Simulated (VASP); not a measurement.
# CaNdAu3 (P4/mmm) in VASP: further runs

The runs below take CaNdAu3 through single point, with PBE.

Everything below comes from runs of VASP 6.6.1. Logs are shortened: lines on timing, memory, paths and dates and some standing lists are left out, and cuts for length are marked.

**1. The cell of the first run**

The structure is tetragonal, space group P4/mmm (No. 123). Conventional cell: a = 5.520 Å, b = 5.520 Å, c = 5.442 Å, α = 90.00°, β = 90.00°, γ = 90.00°. Ca (site symmetry 4/mmm) has 4 Au at 2.76 Å within 3.6 Å. Nd (site symmetry 4/mmm) has 2 Au at 2.72 Å within 3.6 Å. Au (site symmetry 4/mmm) has 2 Nd at 2.72 Å and 4 Au at 2.76 Å within 3.6 Å. Within 3.6 Å of Au (site symmetry mmm) lie 2 Ca at 2.76 Å and 2 Au at 2.76 Å.

The cell was generated, and may not be a known phase.

**2. Single point, PBE**

Contents of INCAR:

```
PREC = Accurate ; ENCUT = 500
EDIFF = 1E-6 ; ISMEAR = 0
SIGMA = 0.2 ; LREAL = False
LASPH = True ; NELM = 200
ALGO = Normal ; ISIF = 2
LWAVE = False ; LCHARG = False
GGA = PE ; NBANDS = 35
GGA_COMPAT = False ; LMAXMIX = 6
```

Contents of KPOINTS:

```
Automatic mesh
0
Gamma
  3 3 3
```

Contents of POSCAR:

```
CaNdAu3
1.0
    5.5201732379      0.0000000000      0.0000000000
    0.0000000000      5.5201732379      0.0000000000
    0.0000000000      0.0000000000      5.4418442800
Ca Nd Au
1 1 3
Direct
    0.0000000000      0.0000000000      0.5000000000
    0.5000000000      0.5000000000      0.0000000000
    0.5000000000      0.5000000000      0.5000000000
    0.0000000000      0.5000000000      0.5000000000
    0.5000000000      0.0000000000      0.5000000000
```

Potentials or basis: VASP PAW PBE potentials, release 64 (Ca_sv, Nd_3, Au), 4f in core.

Command:

```console
cat potpaw_PBE.64/Ca_sv/POTCAR potpaw_PBE.64/Nd_3/POTCAR potpaw_PBE.64/Au/POTCAR > POTCAR
mpirun -np 1 vasp_std > vasp.out
```

OUTCAR:

```text
PREC = Accurate
   ENCUT = 500
   EDIFF = 1E-6
   ISMEAR = 0
   LREAL = False
   LASPH = True
   NELM = 200
   ISIF = 2
   GGA = PE

 ion  position               nearest neighbor table
   1  0.000  0.000  0.500-   4 2.76   5 2.76   4 2.76   5 2.76
   2  0.500  0.500  0.000-   3 2.72   3 2.72
   3  0.500  0.500  0.500-   2 2.72   2 2.72   5 2.76   4 2.76   5 2.76   4 2.76
   4  0.000  0.500  0.500-   1 2.76   3 2.76   1 2.76   3 2.76
   5  0.500  0.000  0.500-   1 2.76   3 2.76   3 2.76   1 2.76

  LATTYP: Found a simple tetragonal cell.
 ALAT       =     5.5201732379
 C/A-ratio  =     0.9858104167

  Lattice vectors:

 A1 = (   5.5201732379,   0.0000000000,   0.0000000000)
 A2 = (   0.0000000000,   5.5201732379,   0.0000000000)
 A3 = (   0.0000000000,   0.0000000000,   5.4418442800)

Analysis of symmetry for initial positions (statically):
=====================================================================
 Subroutine PRICEL returns:
 Original cell was already a primitive cell.

 Routine SETGRP: Setting up the symmetry group for a
 simple tetragonal supercell.

 Subroutine GETGRP returns: Found 16 space group operations
 (whereof 16 operations were pure point group operations)
 out of a pool of 16 trial point group operations.

The static configuration has the point symmetry D_4h.

Analysis of symmetry for dynamics (positions and initial velocities):
=====================================================================
 Subroutine PRICEL returns:
 Original cell was already a primitive cell.

 Routine SETGRP: Setting up the symmetry group for a
 simple tetragonal supercell.

 Subroutine GETGRP returns: Found 16 space group operations
 (whereof 16 operations were pure point group operations)
 out of a pool of 16 trial point group operations.

The dynamic configuration has the point symmetry D_4h.

 Subroutine INISYM returns: Found 16 space group operations
 (whereof 16 operations are pure point group operations),
 and found     1 'primitive' translations

----------------------------------------------------------------------------------------

                                     Primitive cell

  volume of cell :     165.8256

  direct lattice vectors                    reciprocal lattice vectors
     5.520173238  0.000000000  0.000000000     0.181153735  0.000000000  0.000000000
     0.000000000  5.520173238  0.000000000     0.000000000  0.181153735  0.000000000
     0.000000000  0.000000000  5.441844280     0.000000000  0.000000000  0.183761230

  length of vectors
     5.520173238  5.520173238  5.441844280     0.181153735  0.181153735  0.183761230

  position of ions in fractional coordinates (direct lattice)
     0.000000000  0.000000000  0.500000000
     0.500000000  0.500000000  0.000000000
     0.500000000  0.500000000  0.500000000
     0.000000000  0.500000000  0.500000000
     0.500000000  0.000000000  0.500000000

  ion indices of the primitive-cell ions
   primitive index   ion index
                 1           1
                 2           2
                 3           3
                 4           4
                 5           5

----------------------------------------------------------------------------------------

 KPOINTS: Automatic mesh

Automatic generation of k-mesh.
 Grid dimensions read from file:
 generate k-points for:    3    3    3

 Generating k-lattice:

  Cartesian coordinates                     Fractional coordinates (reciprocal lattice)
     0.060384578  0.000000000  0.000000000     0.333333333  0.000000000  0.000000000
     0.000000000  0.060384578  0.000000000     0.000000000  0.333333333  0.000000000
     0.000000000  0.000000000  0.061253743     0.000000000  0.000000000  0.333333333

  Length of vectors
     0.060384578  0.060384578  0.061253743

  Shift w.r.t. Gamma in fractional coordinates (k-lattice)
     0.000000000  0.000000000  0.000000000

 Subroutine IBZKPT returns following result:
 ===========================================

 Found      6 irreducible k-points:

 Following reciprocal coordinates:
            Coordinates               Weight
  0.000000  0.000000  0.000000      1.000000
  0.333333  0.000000  0.000000      4.000000
  0.333333  0.333333  0.000000      4.000000
  0.000000  0.000000  0.333333      2.000000
  0.333333  0.000000  0.333333      8.000000
  0.333333  0.333333  0.333333      8.000000
   k-points           NKPTS =      6   k-points in BZ     NKDIM =      6   number of bands    NBANDS=     35
   number of dos      NEDOS =    301   number of ions     NIONS =      5
   total plane-waves  NPLWV =  64000
   dimension x,y,z NGX =    40 NGY =   40 NGZ =   40
   dimension x,y,z NGXF=    80 NGYF=   80 NGZF=   80
   ions per type =               1   1   3
   NGX,Y,Z   is equivalent  to a cutoff of  12.05, 12.05, 12.22 a.u.
   NGXF,Y,Z  is equivalent  to a cutoff of  24.09, 24.09, 24.44 a.u.
 SYSTEM =  unknown system
   PREC   = accura    normal or accurate (medium, high low for compatibility)
   ISTART =      0    job   : 0-new  1-cont  2-samecut
   ICHARG =      2    charge: 1-file 2-atom 10-const
   ISPIN  =      1    spin polarized calculation?
   LNONCOLLINEAR =      F non collinear calculations
   LSORBIT =      F    spin-orbit coupling
   LASPH  =      T    aspherical Exc in radial PAW
   ENCUT  =  500.0 eV  36.75 Ry    6.06 a.u.  10.06 10.06  9.92*2*pi/ulx,y,z
   NELM   =    200;   NELMIN=  2; NELMDL= -5     # of ELM steps
   EDIFF  = 0.1E-05   stopping-criterion for ELM
   LREAL  =      F    real-space projection
   EDIFFG = 0.1E-04   stopping-criterion for IOM
   NSW    =      0    number of steps for IOM
   IBRION =     -1    ionic relax: 0-MD 1-quasi-New 2-CG
   NFREE  =      0    steps in history (QN), initial steepest desc. (CG)
   ISIF   =      2    stress and relaxation
   ISYM   =      2    0-nonsym 1-usesym 2-fastsym
   POTIM  = 0.5000    time-step for ionic-motion
   TEBEG  =    0.0;   TEEND  =   0.0 temperature during run
   PSTRESS=    0.0 pullay stress
   NELECT =      54.0000    total number of electrons
   NUPDOWN=      -1.0000    fix difference up-down
   EMIN   =  10.00;   EMAX   =-10.00  energy-range for DOS
   EFERMI =   0.00;   METHOD = LEGACY
   ISMEAR =     0;   SIGMA  =   0.20  broadening in eV -4-tet -1-fermi 0-gaus
   EFERMI_NEDOS =   21; number of points for ismear=-14 and -15
   IALGO  =     38    algorithm
   IMIX   =      4    mixing-type and parameters
     AMIX     =   0.40;   BMIX     =  1.00
     AMIX_MAG =   1.60;   BMIX_MAG =  1.00
  volume/ion in A,a.u.               =      33.17       223.81
  Fermi-wavevector in a.u.,A,eV,Ry     =   1.126304  2.128406 17.259812  1.268560
  Thomas-Fermi vector in A             =   2.262985
   LORBIT       =      0    0 simple, 1 ext, 2 COOP (PROOUT), +10 PAW based schemes
   GGA     = PE    functional components
   LHFCALC =     F    Hartree Fock is set to
   AEXX    =    0.0000 exact exchange contribution
   IVDW    =     0    specifies the selected vdW correction
   LEPSILON=     F    determine dielectric tensor
   LRPA    =     F    only Hartree local field effects (RPA)
 non-spin polarized calculation
 Gauss-broadening in eV      SIGMA  =   0.20
  energy-cutoff  :      500.00
  volume of cell :      165.83
 maximum number of plane-waves:      4223
   NGX = 21   NGY = 21   NGZ = 19

 number of electron      53.9999996 magnetization

 Free energy of the ion-electron system (eV)
  ---------------------------------------------------
  ext. energy  EPLUGINS =         0.00000000
  ---------------------------------------------------
  free energy    TOTEN  =       -16.74432816 eV

  energy without entropy =      -16.66084069  energy(sigma->0) =      -16.70258443

 E-fermi :   3.7482     XC(G=0):  -8.8641

 val. band max:        3.6983623785   @ k =   0.0000   0.0000   0.0000
 cond. band min:       3.7563325335   @ k =   0.3333   0.0000   0.0000
 fundamental gap:      0.0579701550
 Fermi energy:         3.7481756313

 k-point     1 :       0.0000    0.0000    0.0000
  band No.  band energies     occupation
      1     -38.1281      2.00000
      2     -35.8774      2.00000
      3     -19.1727      2.00000
      4     -19.1659      2.00000
      5     -19.1659      2.00000
      6     -17.0008      2.00000
[... 27 lines left out ...]
     34       6.1821      0.00000
     35       6.8577      0.00000

 k-point     2 :       0.3333    0.0000    0.0000
  band No.  band energies     occupation
      1     -38.1271      2.00000
      2     -35.8773      2.00000
      3     -19.1916      2.00000
      4     -19.1733      2.00000
      5     -19.1666      2.00000
      6     -17.0008      2.00000
[... 27 lines left out ...]
     34       5.8431      0.00000
     35       6.6523      0.00000

 k-point     3 :       0.3333    0.3333    0.0000
  band No.  band energies     occupation
      1     -38.1260      2.00000
      2     -35.8773      2.00000
      3     -19.1923      2.00000
      4     -19.1922      2.00000
      5     -19.1740      2.00000
      6     -17.0008      2.00000
[... 27 lines left out ...]
     34       6.0288      0.00000
     35       6.4346      0.00000

 k-point     4 :       0.0000    0.0000    0.3333
  band No.  band energies     occupation
      1     -38.1281      2.00000
      2     -35.8724      2.00000
      3     -19.1736      2.00000
      4     -19.1657      2.00000
      5     -19.1657      2.00000
      6     -17.1277      2.00000
[... 27 lines left out ...]
     34       6.4899      0.00000
     35       6.9803      0.00000

 k-point     5 :       0.3333    0.0000    0.3333
  band No.  band energies     occupation
      1     -38.1271      2.00000
      2     -35.8723      2.00000
      3     -19.1916      2.00000
      4     -19.1743      2.00000
      5     -19.1665      2.00000
      6     -17.1270      2.00000
[... 27 lines left out ...]
     34       6.2724      0.00000
     35       6.5425      0.00000

 k-point     6 :       0.3333    0.3333    0.3333
  band No.  band energies     occupation
      1     -38.1260      2.00000
      2     -35.8723      2.00000
      3     -19.1922      2.00000
      4     -19.1921      2.00000
      5     -19.1749      2.00000
      6     -17.1263      2.00000
[... 27 lines left out ...]
     34       5.7858      0.00000
     35       6.1842      0.00000

------------------------ aborting loop because EDIFF is reached ----------------------------------------

  FORCE on cell =-STRESS in cart. coord.  units (eV):
  Direction    XX          YY          ZZ          XY          YZ          ZX
  --------------------------------------------------------------------------------------
  -------------------------------------------------------------------------------------
  Total       -0.0982721     -0.0982721     -0.0053603      0.0000000      0.0000000      0.0000000
  in kB       -0.9494873     -0.9494873     -0.0517907      0.0000000      0.0000000      0.0000000
  external PRESSURE =      -0.6502551 kB  Pullay stress =       0.0000000 kB

 VOLUME and BASIS-vectors are now :
 -----------------------------------------------------------------------------
  energy-cutoff  :      500.00
  volume of cell :      165.83
      direct lattice vectors                 reciprocal lattice vectors
     5.520173238  0.000000000  0.000000000     0.181153735  0.000000000  0.000000000
     0.000000000  5.520173238  0.000000000     0.000000000  0.181153735  0.000000000
     0.000000000  0.000000000  5.441844280     0.000000000  0.000000000  0.183761230

 POSITION                                       TOTAL-FORCE (eV/Angst)
 -----------------------------------------------------------------------------------
      0.00000      0.00000      2.72092         0.000000      0.000000      0.000000
      2.76009      2.76009      0.00000         0.000000      0.000000      0.000000
      2.76009      2.76009      2.72092         0.000000      0.000000      0.000000
      0.00000      2.76009      2.72092         0.000000      0.000000      0.000000
      2.76009      0.00000      2.72092         0.000000      0.000000      0.000000
 -----------------------------------------------------------------------------------
    total drift:                               -0.000000     -0.000000     -0.000000

  FREE ENERGIE OF THE ION-ELECTRON SYSTEM (eV)
  ---------------------------------------------------
  free  energy   TOTEN  =       -16.7443281636 eV

  energy  without entropy=      -16.6608406936  energy(sigma->0) =      -16.70258443
```

Wall time 18 s (1 thread of Intel Xeon 6975P-C (Granite Rapids), shared host); peak memory 0.25 GiB.

What came out:

| Property | Result |
| --- | --- |
| Free energy | -16.7443 eV |
| Pressure | -0.1 GPa |
| Band gap on the k mesh | zero (bands 27 and 28 overlap by 0.82 eV) |

Caveat: the k points lie up to 0.38 Å⁻¹ apart, too coarse for converged energies and pressures of a metal; spin-orbit coupling is left out, which moves the levels of the heavy elements; the 4f electrons are frozen in the core, so they carry no moment and show no levels.

**3. Single point, PBE**

This run uses another cell than the first one, of 26.36 Å³/atom.

Contents of INCAR:

```
PREC = Accurate
ENCUT = 500
EDIFF = 1E-6
ISMEAR = 0
SIGMA = 0.2
LREAL = F
LASPH = T
NELM = 200
ALGO = Normal
ISIF = 2
LWAVE = F
LCHARG = F
GGA = PE
NBANDS = 35
GGA_COMPAT = F
LMAXMIX = 6
```

Contents of KPOINTS:

```
regular mesh
0
Gamma
  4 4 3
```

Contents of POSCAR:

```
CaNdAu3
1.0
    4.0146852726      0.0000000000      0.0000000000
    0.0000000000      4.0146852726      0.0000000000
    0.0000000000      0.0000000000      8.1774765253
Ca Nd Au
1 1 3
Direct
    0.5000000000      0.5000000000      0.0000000000
    0.5000000000      0.5000000000      0.5000000000
    0.0000000000      0.0000000000      0.0000000000
    0.0000000000      0.0000000000      0.6728335906
    0.0000000000      0.0000000000      0.3271664094
```

Potentials or basis: VASP PAW PBE potentials, release 64 (Ca_sv, Nd_3, Au), 4f in core.

Command:

```console
cat potpaw_PBE.64/Ca_sv/POTCAR potpaw_PBE.64/Nd_3/POTCAR potpaw_PBE.64/Au/POTCAR > POTCAR
mpirun -np 1 vasp_std > vasp.out
```

Wall time 24 s (1 thread of Intel Xeon 6975P-C (Granite Rapids), shared host); peak memory 0.24 GiB.

The run converged. Its results:

```yaml
Free_energy: -19.3323 eV
Pressure: -0.1 GPa
Largest_force: 0.034 eV/Å
Band_gap_on_the_k_mesh: zero (bands 27 and 28 overlap by 1.42 eV)
```

Forces on the atoms (eV/Å):
```
Ca   0.000  0.000  0.000
Nd   0.000  0.000  0.000
Au   0.000  0.000  0.000
Au   0.000  0.000 -0.034
Au   0.000  0.000  0.034
```

Stress tensor (GPa, compression positive):
```
 0.04  0.00  0.00
 0.00  0.04  0.00
 0.00  0.00 -0.39
```

Levels at points of the mesh, in eV from the Fermi level:
| k point | band 24 | band 25 | band 26 | band 27 | band 28 | band 29 | band 30 | band 31 |
| --- | --- | --- | --- | --- | --- | --- | --- | --- |
| (0.00, 0.00, 0.00) | -3.42 | -3.33 | -3.33 | 0.65 | 0.80 | 1.50 | 1.50 | 2.96 |
| (0.50, 0.00, 0.00) | -3.29 | -2.92 | -2.65 | -2.22 | 0.00 | 0.91 | 1.05 | 1.06 |
| (0.50, 0.50, 0.00) | -3.45 | -2.95 | -1.28 | -0.61 | -0.61 | -0.22 | -0.22 | 0.94 |

Caveat: the k points lie up to 0.39 Å⁻¹ apart, too coarse for converged energies and pressures of a metal; spin-orbit coupling is left out, which moves the levels of the heavy elements; the 4f electrons are frozen in the core, so they carry no moment and show no levels.

(Part 1 of 2 ends here.)

The gap in the log of VASP goes by the Fermi energy; the results here count the filled bands.